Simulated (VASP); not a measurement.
Input of a VASP 6.6.1 run:

Contents of INCAR:

```
  PREC = Accurate
  ENCUT = 520
  EDIFF = 1E-7
  ISMEAR = 0
  SIGMA = 0.1
  LREAL = F
  LASPH = T
  NELM = 80
  ALGO = Normal
  ISIF = 2
  LWAVE = F
  LCHARG = F
  GGA = PE
  NBANDS = 18
```

The input KPOINTS:

```
Automatic mesh
0
Gamma
  14 14 14
```

Contents of POSCAR:

```
ZnAu
1.0
    3.2015060400      0.0000000000      0.0000000000
    0.0000000000      3.2015060400      0.0000000000
    0.0000000000      0.0000000000      3.2015060400
Zn Au
1 1
Direct
    0.5000000000      0.5000000000      0.5000000000
    0.0000000000      0.0000000000      0.0000000000
```

Potentials or basis: VASP PAW PBE potentials, release 64 (Zn, Au).

Run with:

```console
$ cat potpaw_PBE.64/Zn/POTCAR potpaw_PBE.64/Au/POTCAR > POTCAR
$ mpirun -np 1 vasp_std > vasp.out
```

(1) Estimate the band gap on the k mesh.

(2) Estimate the pressure.

## Answers

(1) zero (an odd number of electrons rules out a gap without spin polarisation).

(2) -1.5 GPa.

Caveat: the cell differs from its parent crystal (strained); spin-orbit coupling is left out, which moves the levels of the heavy elements.
